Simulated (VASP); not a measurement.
Runs of VASP 6.6.1 on CoSi. The structure is that of space group Pm-3m (No. 221), or close to it. The cells are those of the table. 

```tsv
level	cell	k mesh	grid for exact exchange (PRECFOCK)	screening parameter	share of exact exchange	gap on the mesh (eV)	pressure (GPa)	moment (μB)
PBE	a = 2.781 Å, 2 atoms	10 × 10 × 10	-	-	-	none	0.6	0.54
B3LYP	a = 2.781 Å, 2 atoms	5 × 5 × 5	Normal	-	-	none	5.6	0.87
PBE	a = 2.725 Å, 2 atoms	10 × 10 × 10	-	-	-	none	15.6	0.50
PBEsol	a = 2.818 Å, 2 atoms	10 × 10 × 10	-	-	-	none	-13.7	0.54
PBE	a = 2.744 Å, 2 atoms	10 × 10 × 10	-	-	-	none	(b)	0.52
PBEsol	a = 2.800 Å, 2 atoms	10 × 10 × 10	-	-	-	none	(a)	0.53
PBE	a = 2.818 Å, 2 atoms	10 × 10 × 10	-	-	-	none	-7.2	0.56
HSE06	a = 2.781 Å, 2 atoms	5 × 5 × 5	Normal	0.2079 1/Å	-	none	-3.2	0.87
PBE	a = 2.763 Å, 2 atoms	10 × 10 × 10	-	-	-	none	5.2	0.53
PBEsol	a = 2.781 Å, 2 atoms	10 × 10 × 10	-	-	-	none	-6.4	0.52
PBEsol-based global hybrid	a = 2.781 Å, 2 atoms	5 × 5 × 5	Normal	-	0.25	none	-8.4	0.87
```

Alike in all rows: task single point; potentials or basis VASP PAW PBE potentials, release 64 (Co, Si); spin collinear, ferromagnetic start; cutoff (eV) 520; smearing fermi-dirac 0.05 eV.

Q: Estimate the missing entries.

A: (a) -10.2; (b) 10.1.

Caveats: some runs use coarse meshes; the PAW data sets were made with another functional, which shifts forces and pressure a little (some runs).

A gap of «none» marks levels without a gap at the run's occupations.
